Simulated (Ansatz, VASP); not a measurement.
## One calculation of AlN, two programs

The input POSCAR:

```
AlN
1.0
    0.0000000000      2.2504476450      2.1849006262
    2.2504476450      0.0000000000      2.1849006262
    2.2504476450      2.2504476450      0.0000000000
Al N
1 1
Direct
    0.0000000000      0.0000000000      0.0000000000
    0.7500000000      0.7500000000      0.7500000000
```

INCAR.step1

```
SYSTEM = AlN
  PREC = Accurate
  ENCUT = 520
  ISMEAR = 0
  SIGMA = 0.05
  LREAL = .False.
  LASPH = .True.
  NELM = 80
  NBANDS = 11
  GGA = PE
  ALGO = Normal
  EDIFF = 1E-4
  LWAVE = .True.
  LCHARG = .False.
```

Contents of INCAR.step2:

```
SYSTEM = AlN
  PREC = Accurate
  ENCUT = 520
  EDIFF = 1E-6
  ISMEAR = 0
  SIGMA = 0.05
  LREAL = .False.
  LASPH = .True.
  NELM = 80
  ALGO = Normal
  ISIF = 2
  LWAVE = .False.
  LCHARG = .False.
  METAGGA = R2SCAN
  LMIXTAU = .True.
  NBANDS = 11
  ISTART = 1
```

KPOINTS

```
Automatic mesh
0
Gamma
  10 10 10
  0 0 0
```

Input for Ansatz:

```yaml
crystal:
  lattice:
    - [0.0, 2.250447645, 2.1849006262]
    - [2.250447645, 0.0, 2.1849006262]
    - [2.250447645, 2.250447645, 0.0]
  atoms:
    - { symbol: Al, position: [0.0, 0.0, 0.0] }
    - { symbol: "N", position: [0.75, 0.75, 0.75] }
basis:
  ecutwfc: 500
kpoints:
  mp_grid: { grid: [10, 10, 10] }
hamiltonian:
  xc: r2scan
scf:
  occupations: { method: gaussian, width: 0.05 }
output:
  forces: true
  stress: true
  eigenvalues: true
```

Change from the starting cell: strain +0.030 along x and y, +0.000 along z, atoms carried along.

Alike in both runs: task single point; functional r2SCAN; k mesh 10 × 10 × 10; occupations gaussian, width 0.05 eV; no spin polarisation.

|  | VASP | Ansatz |
| --- | --- | --- |
| version | VASP 6.6.1 | Ansatz 0.2.0 |
| potentials or method | VASP PAW PBE potentials, release 64 (Al, N), cutoff 520 eV | scalar-relativistic, plane waves, PAW |
| valence electrons in the cell | 8 | 8 |

|  | VASP | Ansatz | Ansatz less VASP |
| --- | --- | --- | --- |
| gap on the k mesh at the Fermi level (eV) | 3.73 | 3.73 | +0.004 |
| least direct gap on the mesh (eV) | 4.26 | 4.22 | -0.036 |
| pressure (GPa) | -11.6 | -11.2 | +0.44 |
| traceless stress, the component that is largest in VASP (GPa) | 2.75 | 2.74 | -0.012 |

VASP's potentials were made for PBE, not for r2SCAN.
